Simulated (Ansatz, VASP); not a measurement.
BaTiO3: VASP beside Ansatz

```xyz
5
Lattice="3.9904 0.0000 0.0000 0.0000 3.9904 0.0000 0.0000 0.0000 4.1027" Properties=species:S:1:pos:R:3 pbc="T T T"
Ba    1.9952    1.9952    2.3900
Ti    0.0000    0.0000    0.4104
O     0.0000    1.9952    0.2635
O     1.9952    0.0000    0.2635
O     0.0000    0.0000    2.2522
```

Alike in both runs: task relaxation of cell and atoms; functional PBE; k mesh 8 × 8 × 8; occupations gaussian, width 0.02 eV; no spin polarisation.

|  | VASP | Ansatz |
| --- | --- | --- |
| version | VASP 6.6.1 | Ansatz 0.2.0 |
| potentials or method | VASP PAW PBE potentials, release 64 (Ba_sv, Ti_sv, O), cutoff 600 eV | scalar-relativistic, plane waves, PAW |
| valence electrons in the cell | 40 | 40 |

```csv
,VASP,Ansatz,Ansatz less VASP
"gap on the k mesh at the Fermi level, each at its own relaxed structure (eV)",1.77,1.84,+0.077
relaxed volume (Å³/atom),13.47,13.34,-0.126
relaxed cell length with the largest relative difference (Å),4.214,4.200,-0.0140
```

Neither program's run includes spin-orbit coupling.
